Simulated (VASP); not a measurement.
# Pt (Cmcm) in VASP: a series of runs

Runs on Pt. Level: PBE. Tasks: single point.

Everything below comes from runs of VASP 6.6.1. Logs are shortened: lines on timing, memory, paths and dates and some standing lists are left out, and cuts for length are marked.

### 1 The cell of the first run

Symmetry: Cmcm, No. 63, orthorhombic system. Conventional cell: a = 2.744 Å, b = 8.682 Å, c = 2.740 Å, α = 90.00°, β = 90.00°, γ = 90.00°. Within 3.5 Å of Pt (site symmetry m2m) lie 10 Pt at 2.67 to 2.82 Å.

### 2 Single point, PBE

File INCAR:

```
SYSTEM = Pt
  PREC = Accurate
  ENCUT = 520
  EDIFF = 1E-6
  ISMEAR = 0
  SIGMA = 0.1
  LREAL = .FALSE.
  LASPH = .TRUE.
  NELM = 60
  ALGO = Normal
  ISIF = 2
  LWAVE = .FALSE.
  LCHARG = .FALSE.
  GGA = PE
  NBANDS = 17
```

File KPOINTS:

```
Automatic mesh
0
G
  6 6 6
  0 0 0
```

File POSCAR:

```
Pt
1.0
    1.3718597814     -4.3409526476      0.0000000000
    1.3718597814      4.3409526476      0.0000000000
    0.0000000000      0.0000000000      2.7396655900
Pt
2
Direct
    0.8677320667      0.1322679333      0.2500000000
    0.1322679333      0.8677320667      0.7500000000
```

Potentials or basis: VASP PAW PBE potentials, release 64 (Pt).

The run is started by

```sh
$ cat potpaw_PBE.64/Pt/POTCAR > POTCAR
$ mpirun -np 1 vasp_std > vasp.out
```

OUTCAR:

```text
SYSTEM = Pt
   PREC = Accurate
   ENCUT = 520
   EDIFF = 1E-6
   ISMEAR = 0
   LREAL = .FALSE.
   LASPH = .TRUE.
   NELM = 60
   ISIF = 2
   GGA = PE

 ion  position               nearest neighbor table
   1  0.868  0.132  0.250-   2 2.67   2 2.67   2 2.82   2 2.82   2 2.82   2 2.82
   2  0.132  0.868  0.750-   1 2.67   1 2.67   1 2.82   1 2.82   1 2.82   1 2.82

  LATTYP: Found a base centered orthorhombic cell.
 ALAT       =     2.7437195628
 B/A-ratio  =     3.1642830459
 C/A-ratio  =     0.9985224537

  Lattice vectors:

 A1 = (   1.3718597814,  -4.3409526476,   0.0000000000)
 A2 = (   1.3718597814,   4.3409526476,   0.0000000000)
 A3 = (   0.0000000000,   0.0000000000,   2.7396655900)

Analysis of symmetry for initial positions (statically):
=====================================================================
 Subroutine PRICEL returns:
 Original cell was already a primitive cell.

 Routine SETGRP: Setting up the symmetry group for a
 base centered orthorhombic supercell.

 Subroutine GETGRP returns: Found  8 space group operations
 (whereof  4 operations were pure point group operations)
 out of a pool of  8 trial point group operations.

The static configuration has the point symmetry C_2h.
 The point group associated with its full space group is D_2h.

Analysis of symmetry for dynamics (positions and initial velocities):
=====================================================================
 Subroutine PRICEL returns:
 Original cell was already a primitive cell.

 Routine SETGRP: Setting up the symmetry group for a
 base centered orthorhombic supercell.

 Subroutine GETGRP returns: Found  8 space group operations
 (whereof  4 operations were pure point group operations)
 out of a pool of  8 trial point group operations.

The dynamic configuration has the point symmetry C_2h.
 The point group associated with its full space group is D_2h.

 Subroutine INISYM returns: Found  8 space group operations
 (whereof  4 operations are pure point group operations),
 and found     1 'primitive' translations

----------------------------------------------------------------------------------------

                                     Primitive cell

  volume of cell :      32.6304

  direct lattice vectors                    reciprocal lattice vectors
     1.371859781 -4.340952648  0.000000000     0.364468736 -0.115182090  0.000000000
     1.371859781  4.340952648  0.000000000     0.364468736  0.115182090  0.000000000
     0.000000000  0.000000000  2.739665590     0.000000000  0.000000000  0.365008052

  length of vectors
     4.552567314  4.552567314  2.739665590     0.382236018  0.382236018  0.365008052

  position of ions in fractional coordinates (direct lattice)
     0.867732067  0.132267933  0.250000000
     0.132267933  0.867732067  0.750000000

  ion indices of the primitive-cell ions
   primitive index   ion index
                 1           1
                 2           2

----------------------------------------------------------------------------------------

 KPOINTS: Automatic mesh

Automatic generation of k-mesh.
 Grid dimensions read from file:
 generate k-points for:    6    6    6

 Generating k-lattice:

  Cartesian coordinates                     Fractional coordinates (reciprocal lattice)
     0.060744789 -0.019197015  0.000000000     0.166666667  0.000000000  0.000000000
     0.060744789  0.019197015  0.000000000     0.000000000  0.166666667  0.000000000
     0.000000000  0.000000000  0.060834675     0.000000000  0.000000000  0.166666667

  Length of vectors
     0.063706003  0.063706003  0.060834675

  Shift w.r.t. Gamma in fractional coordinates (k-lattice)
     0.000000000  0.000000000  0.000000000

 Subroutine IBZKPT returns following result:
 ===========================================

 Found     52 irreducible k-points:

 Following reciprocal coordinates:
            Coordinates               Weight
  0.000000  0.000000  0.000000      1.000000
  0.166667  0.000000  0.000000      4.000000
  0.333333  0.000000  0.000000      4.000000
  0.500000 -0.000000  0.000000      2.000000
  0.166667  0.166667  0.000000      2.000000
  0.333333  0.166667  0.000000      4.000000
[... 16 lines left out ...]
  0.333333  0.333333  0.166667      4.000000
  0.500000  0.333333  0.166667      8.000000
 [... further k-points ...]
   k-points           NKPTS =     52   k-points in BZ     NKDIM =     52   number of bands    NBANDS=     17
   number of dos      NEDOS =    301   number of ions     NIONS =      2
   total plane-waves  NPLWV =  25920
   dimension x,y,z NGX =    36 NGY =   36 NGZ =   20
   dimension x,y,z NGXF=    72 NGYF=   72 NGZF=   40
   ions per type =               2
   NGX,Y,Z   is equivalent  to a cutoff of  13.15, 13.15, 12.14 a.u.
   NGXF,Y,Z  is equivalent  to a cutoff of  26.29, 26.29, 24.27 a.u.
 SYSTEM =  Pt
   PREC   = accura    normal or accurate (medium, high low for compatibility)
   ISTART =      0    job   : 0-new  1-cont  2-samecut
   ICHARG =      2    charge: 1-file 2-atom 10-const
   ISPIN  =      1    spin polarized calculation?
   LNONCOLLINEAR =      F non collinear calculations
   LSORBIT =      F    spin-orbit coupling
   LASPH  =      T    aspherical Exc in radial PAW
   ENCUT  =  520.0 eV  38.22 Ry    6.18 a.u.   8.46  8.46  5.09*2*pi/ulx,y,z
   NELM   =     60;   NELMIN=  2; NELMDL= -5     # of ELM steps
   EDIFF  = 0.1E-05   stopping-criterion for ELM
   LREAL  =      F    real-space projection
   EDIFFG = 0.1E-04   stopping-criterion for IOM
   NSW    =      0    number of steps for IOM
   IBRION =     -1    ionic relax: 0-MD 1-quasi-New 2-CG
   NFREE  =      0    steps in history (QN), initial steepest desc. (CG)
   ISIF   =      2    stress and relaxation
   ISYM   =      2    0-nonsym 1-usesym 2-fastsym
   POTIM  = 0.5000    time-step for ionic-motion
   TEBEG  =    0.0;   TEEND  =   0.0 temperature during run
   PSTRESS=    0.0 pullay stress
   NELECT =      20.0000    total number of electrons
   NUPDOWN=      -1.0000    fix difference up-down
   EMIN   =  10.00;   EMAX   =-10.00  energy-range for DOS
   EFERMI =   0.00;   METHOD = LEGACY
   ISMEAR =     0;   SIGMA  =   0.10  broadening in eV -4-tet -1-fermi 0-gaus
   EFERMI_NEDOS =   21; number of points for ismear=-14 and -15
   IALGO  =     38    algorithm
   IMIX   =      4    mixing-type and parameters
     AMIX     =   0.40;   BMIX     =  1.00
     AMIX_MAG =   1.60;   BMIX_MAG =  1.00
  volume/ion in A,a.u.               =      16.32       110.10
  Fermi-wavevector in a.u.,A,eV,Ry     =   1.390627  2.627904 26.311545  1.933844
  Thomas-Fermi vector in A             =   2.514544
   LORBIT       =      0    0 simple, 1 ext, 2 COOP (PROOUT), +10 PAW based schemes
   GGA     = PE    functional components
   LHFCALC =     F    Hartree Fock is set to
   AEXX    =    0.0000 exact exchange contribution
   IVDW    =     0    specifies the selected vdW correction
   LEPSILON=     F    determine dielectric tensor
   LRPA    =     F    only Hartree local field effects (RPA)
 non-spin polarized calculation
 Gauss-broadening in eV      SIGMA  =   0.10
  energy-cutoff  :      520.00
  volume of cell :       32.63
 maximum number of plane-waves:       896
 NGX is ok and might be reduce to    36

 number of electron      19.9999998 magnetization

 Free energy of the ion-electron system (eV)
  ---------------------------------------------------
  ext. energy  EPLUGINS =         0.00000000
  ---------------------------------------------------
  free energy    TOTEN  =       -12.00353689 eV

  energy without entropy =      -11.98676553  energy(sigma->0) =      -11.99515121

 E-fermi :   9.7840     XC(G=0): -12.9691

 val. band max:        9.7739468976   @ k =  -0.3333   0.1667   0.1667
 cond. band min:       9.7908952954   @ k =   0.5000  -0.0000   0.1667
 fundamental gap:      0.0169483978
 Fermi energy:         9.7840167257

 k-point     1 :       0.0000    0.0000    0.0000
  band No.  band energies     occupation
      1       0.4246      2.00000
      2       3.2553      2.00000
      3       4.3699      2.00000
      4       5.1146      2.00000
      5       6.2851      2.00000
      6       7.1258      2.00000
[... 9 lines left out ...]
     16      26.3811      0.00000
     17      27.1641      0.00000

 k-point     2 :       0.1667    0.0000    0.0000
  band No.  band energies     occupation
      1       1.1410      2.00000
      2       3.5418      2.00000
      3       4.9872      2.00000
      4       5.6660      2.00000
      5       6.4548      2.00000
      6       6.7833      2.00000
[... 9 lines left out ...]
     16      23.9072      0.00000
     17      26.4134      0.00000

 k-point     3 :       0.3333    0.0000    0.0000
  band No.  band energies     occupation
      1       2.6185      2.00000
      2       3.9598      2.00000
      3       5.0901      2.00000
      4       6.1440      2.00000
      5       6.6103      2.00000
      6       6.7659      2.00000
[... 9 lines left out ...]
     16      26.8411      0.00000
     17      27.2127      0.00000

 k-point     4 :       0.5000   -0.0000    0.0000
  band No.  band energies     occupation
      1       3.3134      2.00000
      2       3.7671      2.00000
      3       5.0150      2.00000
      4       6.3245      2.00000
      5       6.8912      2.00000
      6       7.2500      2.00000
[... 9 lines left out ...]
     16      26.5343      0.00000
     17      26.7328      0.00000

 k-point     5 :       0.1667    0.1667    0.0000
  band No.  band energies     occupation
      1       2.4374      2.00000
      2       4.0053      2.00000
      3       5.3030      2.00000
      4       5.7406      2.00000
      5       6.6318      2.00000
      6       6.7300      2.00000
[... 9 lines left out ...]
     16      26.4866      0.00000
     17      26.7517      0.00000

 k-point     6 :       0.3333    0.1667    0.0000
  band No.  band energies     occupation
      1       3.1468      2.00000
      2       4.0673      2.00000
      3       5.1896      2.00000
      4       6.0033      2.00000
      5       6.4980      2.00000
      6       6.7671      2.00000
[... 9 lines left out ...]
     16      25.7857      0.00000
     17      27.2188      0.00000

 k-point     7 :       0.5000    0.1667    0.0000
  band No.  band energies     occupation
      1       3.0493      2.00000
      2       3.8111      2.00000
      3       5.2284      2.00000
      4       6.1116      2.00000
      5       6.3252      2.00000
      6       7.0275      2.00000
[... 9 lines left out ...]
     16      26.6547      0.00000
     17      27.6558      0.00000

 k-point     8 :      -0.3333    0.1667    0.0000
  band No.  band energies     occupation
      1       1.6834      2.00000
      2       3.6708      2.00000
      3       4.6715      2.00000
      4       5.8908      2.00000
      5       6.0757      2.00000
      6       6.8176      2.00000
[... 9 lines left out ...]
     16      25.0261      0.00000
     17      27.1592      0.00000
[... 203 lines left out ...]
      1       3.7636      2.00000
      2       4.4649      2.00000
      3       5.2717      2.00000
      4       5.4346      2.00000
      5       6.1852      2.00000
      6       6.7040      2.00000
[... 9 lines left out ...]
     16      25.1183      0.00000
     17      26.6080      0.00000

 k-point    20 :       0.5000    0.1667    0.1667
  band No.  band energies     occupation
      1       3.6473      2.00000
      2       4.3533      2.00000
      3       5.3393      2.00000
      4       5.8409      2.00000
      5       6.3037      2.00000
      6       6.7048      2.00000
[... 9 lines left out ...]
     16      24.5416      0.00000
     17      26.2021      0.00000

 k-point    21 :      -0.3333    0.1667    0.1667
  band No.  band energies     occupation
      1       2.3447      2.00000
      2       4.4591      2.00000
      3       4.8777      2.00000
      4       5.7138      2.00000
      5       5.9532      2.00000
      6       6.3082      2.00000
[... 9 lines left out ...]
     16      25.4063      0.00000
     17      26.0795      0.00000

 k-point    22 :      -0.1667    0.1667    0.1667
  band No.  band energies     occupation
      1       1.4266      2.00000
      2       4.0188      2.00000
      3       4.4602      2.00000
      4       5.3447      2.00000
      5       6.0532      2.00000
      6       7.1824      2.00000
[... 9 lines left out ...]
     16      25.6618      0.00000
     17      27.8316      0.00000

 k-point    23 :       0.3333    0.3333    0.1667
  band No.  band energies     occupation
      1       3.9742      2.00000
      2       4.2267      2.00000
      3       5.4325      2.00000
      4       5.6746      2.00000
      5       6.2761      2.00000
      6       6.6356      2.00000
[... 9 lines left out ...]
     16      25.2637      0.00000
     17      26.4191      0.00000

 k-point    24 :       0.5000    0.3333    0.1667
  band No.  band energies     occupation
      1       3.1778      2.00000
      2       4.3655      2.00000
      3       4.7119      2.00000
      4       5.3463      2.00000
      5       5.7189      2.00000
      6       6.4907      2.00000
[... 9 lines left out ...]
     16      24.4940      0.00000
     17      26.9524      0.00000

 [... further k-points ...]

------------------------ aborting loop because EDIFF is reached ----------------------------------------

  FORCE on cell =-STRESS in cart. coord.  units (eV):
  Direction    XX          YY          ZZ          XY          YZ          ZX
  --------------------------------------------------------------------------------------
  -------------------------------------------------------------------------------------
  Total       -0.1035977     -0.0370939     -0.1109958      0.0000000     -0.0000000      0.0000000
  in kB       -5.0867242     -1.8213396     -5.4499810      0.0000000     -0.0000000      0.0000000
  external PRESSURE =      -4.1193483 kB  Pullay stress =       0.0000000 kB

 VOLUME and BASIS-vectors are now :
 -----------------------------------------------------------------------------
  energy-cutoff  :      520.00
  volume of cell :       32.63
      direct lattice vectors                 reciprocal lattice vectors
     1.371859781 -4.340952648  0.000000000     0.364468736 -0.115182090  0.000000000
     1.371859781  4.340952648  0.000000000     0.364468736  0.115182090  0.000000000
     0.000000000  0.000000000  2.739665590     0.000000000  0.000000000  0.365008052

 POSITION                                       TOTAL-FORCE (eV/Angst)
 -----------------------------------------------------------------------------------
      1.37186     -3.19261      0.68492         0.000000      0.001340      0.000000
      1.37186      3.19261      2.05475         0.000000     -0.001340      0.000000
 -----------------------------------------------------------------------------------
    total drift:                               -0.000000     -0.000000     -0.000000

  FREE ENERGIE OF THE ION-ELECTRON SYSTEM (eV)
  ---------------------------------------------------
  free  energy   TOTEN  =       -12.0035368866 eV

  energy  without entropy=      -11.9867655342  energy(sigma->0) =      -11.99515121
```

It took 27 s on 1 thread of Intel Xeon 8259CL, shared host; peak memory 0.18 GiB.

Results:

```yaml
Free_energy: -12.0035 eV
Pressure: -0.4 GPa
Band_gap_on_the_k_mesh: zero (bands 10 and 11 overlap by 1.44 eV)
```

Caveat: the k points lie up to 0.40 Å⁻¹ apart, too coarse for converged energies and pressures of a metal; spin-orbit coupling is left out, which moves the levels of the heavy elements.

### 3 Single point, PBE

This run uses another cell than the first one, of the same volume but with other edges.

File INCAR:

```
SYSTEM = Pt
PREC     = Accurate       ! precision mode
ENCUT    = 520            ! plane-wave cutoff, eV
EDIFF    = 1E-7           ! SCF threshold, eV
ISMEAR   = 0              ! smearing method
SIGMA    = 0.1            ! smearing width, eV
LREAL    = .FALSE.        ! projectors in reciprocal space
LASPH    = .TRUE.         ! aspherical terms in the spheres
NELM     = 100            ! most SCF steps
ALGO     = Fast           ! electronic algorithm
ISIF     = 2              ! what is computed and relaxed
LWAVE    = .FALSE.        ! write WAVECAR
LCHARG   = .FALSE.        ! write CHGCAR
GGA      = PE             ! functional
NBANDS   = 17             ! bands
```

File KPOINTS:

```
regular mesh
0
G
  8 8 6
  0 0 0
```

File POSCAR:

```
Pt
1.0
    1.3861317335     -3.8859486184      0.0000000000
    1.3861317335      3.8859486184      0.0000000000
    0.0000000000      0.0000000000      3.0303707553
Pt
2
Direct
    0.8670000000      0.1330000000      0.2500000000
    0.1330000000      0.8670000000      0.7500000000
```

Potentials or basis: VASP PAW PBE potentials, release 64 (Pt).

The run is started by

```sh
$ cat potpaw_PBE.64/Pt/POTCAR > POTCAR
$ mpirun -np 1 vasp_std > vasp.out
```

Wall time 53 s (1 thread of Intel Xeon 8259CL, shared host); peak memory 0.18 GiB.

Results (log left out):

```yaml
Free_energy: -11.7689 eV
Pressure: 5.2 GPa
Largest_force: 0.565 eV/Å
Band_gap_on_the_k_mesh: zero (bands 10 and 11 overlap by 1.08 eV)
```

Forces in eV/Å, atoms in the order of the input:
```
Pt   0.000  0.565  0.000
Pt   0.000 -0.565  0.000
```

Stress tensor (GPa, compression positive):
```
-0.80  0.00  0.00
 0.00 11.51  0.00
 0.00  0.00  4.92
```

Levels at points of the mesh, in eV from the Fermi level:
| k point | band 6 | band 7 | band 8 | band 9 | band 10 | band 11 | band 12 | band 13 | band 14 | band 15 |
| --- | --- | --- | --- | --- | --- | --- | --- | --- | --- | --- |
| (0.00, 0.00, 0.00) | -2.18 | -1.70 | -1.39 | -1.08 | -0.83 | 1.00 | 2.73 | 8.97 | 9.11 | 15.86 |
| (0.50, 0.00, 0.00) | -2.58 | -2.35 | -2.10 | -1.74 | 0.13 | 1.52 | 2.85 | 4.23 | 9.63 | 13.79 |
| (0.50, 0.50, 0.00) | -3.27 | -3.21 | -2.34 | -1.97 | -1.79 | -0.12 | 0.17 | 11.99 | 14.41 | 14.92 |
| (0.00, 0.00, 0.50) | -3.45 | -3.02 | -3.02 | 0.13 | 0.13 | 0.38 | 0.38 | 10.37 | 10.37 | 11.85 |
| (0.50, 0.00, 0.50) | -2.45 | -0.89 | -0.89 | 0.09 | 0.09 | 3.52 | 3.52 | 7.84 | 7.84 | 9.31 |
| (0.50, 0.50, 0.50) | -2.30 | -1.41 | -1.41 | -0.83 | -0.83 | -0.50 | -0.50 | 5.05 | 5.05 | 17.60 |

Caveat: the cell stands under pressure; spin-orbit coupling is left out, which moves the levels of the heavy elements.
